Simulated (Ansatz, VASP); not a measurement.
**KCdI3 in VASP and in Ansatz**

```
K Cd I
1.0
     5.93699    0.00000    0.00000
     0.00000    5.93699    0.00000
     0.00000    0.00000    5.99636
K Cd I
1 1 3
Cartesian
  0.0000 0.0000 0.0000
  2.9685 2.9685 2.9982
  2.9685 2.9685 0.0000
  2.9685 0.0000 2.9982
  0.0000 2.9685 2.9982
```

Change from the starting cell: uniaxial_z strain +1.0%.

Alike in both runs: task single point; functional r2SCAN; k mesh 4 × 4 × 4; occupations fermi-dirac, width 0.02 eV; no spin polarisation.

|  | VASP | Ansatz |
| --- | --- | --- |
| version | VASP 6.6.1 | Ansatz 0.2.0 |
| potentials or method | VASP PAW PBE potentials, release 64 (K_sv, Cd, I) | plane waves, PAW |
| plane-wave cutoff (eV) | 520 | 500 |
| valence electrons in the cell | 42 | 80 |

|  | VASP | Ansatz | Ansatz less VASP |
| --- | --- | --- | --- |
| pressure (GPa) | -0.1 | -0.2 | -0.06 |
| traceless stress, the component that is largest in VASP (GPa) | -0.15 | -0.15 | +0.003 |

VASP's potentials were made for PBE, not for r2SCAN. With one functional, cell and mesh, what is left measures potentials, basis and numerics. VASP's potentials hold 42 valence electrons a cell and Ansatz's 80, so a difference there can come from the potentials and not from the codes.

Spin-orbit coupling is off throughout.
